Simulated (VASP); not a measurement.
Crystal: Si.

```
Si
1.0
     0.12092    2.71946    2.71946
     2.71946    0.12092    2.71946
     2.71946    2.71946    0.12092
Si
2
Direct
  0.00310 0.00310 0.00310
  0.24690 0.24690 0.24690
```

This cell differs from its parent crystal: epitaxial 111 strain -4.5%.

Base run:

- Program: VASP 6.6.1
- Functional: PBE
- Potentials or basis: VASP PAW PBE potentials, release 64 (Si)
- Cutoff: 520 eV
- k mesh: 8 × 8 × 8
- Occupations: fermi-dirac, width 0.02 eV
- Spin: no spin polarisation

Its results: band gap on the k mesh zero (bands 4 and 5 overlap by 0.04 eV); pressure 8.9 GPa; largest force 0.061 eV/Å.

Q: The run is repeated on the same cell with these changes: functional from PBE to r2SCAN; further incar settings from ALGO = Normal; EDIFF = 1e-07; NBANDS = 11 to ALGO = Normal; EDIFF = 1e-06; NBANDS = 11. What comes out?

A: Band gap on the k mesh 0.13 eV (least direct gap 1.71 eV); pressure 7.7 GPa; largest force 0.013 eV/Å.

Caveats: the cell stands under pressure; semilocal functionals underestimate gaps, and a narrow one can read as zero (at least some runs); the PAW data sets were made with another functional, which shifts forces and pressure a little (at least some runs).

A k mesh can miss the band edges.
